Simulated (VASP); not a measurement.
Set up this calculation in VASP 6.6.1, as the native input.

```yaml
Task: electric field gradients
Functional: LDA
Potentials_or_basis: VASP PAW LDA potentials, release 64 (Mo_sv, S)
Cutoff: 520 eV
k_mesh: 15 × 15 × 15
Occupations: fermi-dirac, width 0.05 eV
Spin: no spin polarisation
Dipole_correction: no
Further_INCAR_settings: ALGO = Normal; EDIFF = 1e-08; NBANDS = 20
```

The structure of MoS2 lies in POSCAR:

```
MoS2
1.0
    1.5492157804      0.8944401478      5.9983290071
   -1.5492157804      0.8944401478      5.9983290071
    0.0000000000     -1.7888802957      5.9983290071
Mo S
1 2
Direct
    0.0000000000      0.0000000000      0.0000000000
    0.7484000000      0.7484000000      0.7484000000
    0.5849000000      0.5849000000      0.5849000000
```

These files were run (other wordings do the same):

INCAR

```
SYSTEM = MoS2
  PREC = Accurate
  ENCUT = 520
  EDIFF = 1E-8
  ISMEAR = -1
  SIGMA = 0.05
  LREAL = .False.
  LASPH = .True.
  NELM = 100
  ALGO = Normal
  ISIF = 2
  LWAVE = .False.
  LCHARG = .False.
  GGA = CA
  LEFG = .True.
  NBANDS = 20
```

KPOINTS

```
Automatic mesh
0
Gamma
  15 15 15
  0 0 0
```

Potentials or basis: VASP PAW LDA potentials, release 64 (Mo_sv, S).

The run is started by

```bash
$ cat potpaw_LDA.64/Mo_sv/POTCAR potpaw_LDA.64/S/POTCAR > POTCAR
$ mpirun -np 1 vasp_std > vasp.out
```

Results of the run:

```
Pressure                                : 13.1 GPa
Largest force                           : 2.080 eV/Å
Band gap on the k mesh                  : 0.60 eV (least direct gap 1.76 eV)
Largest electric field gradient by atom : Mo -104.0; S -68.5, -66.7 V/Å²
```

Caveat: the cell stands under pressure; without QUAD_EFG the Cq values of the log hold for a quadrupole moment of 1 mb, not for the nuclei; an odd mesh through Γ misses points on the zone boundary, where band edges can lie; forces of over 1 eV/Å act on the atoms, so gaps and moduli don't describe the material at rest.

Wall time 10 min on 1 thread of AMD EPYC 9R45 96-Core Processor (Zen 5), on a shared host, peak memory 0.46 GiB.
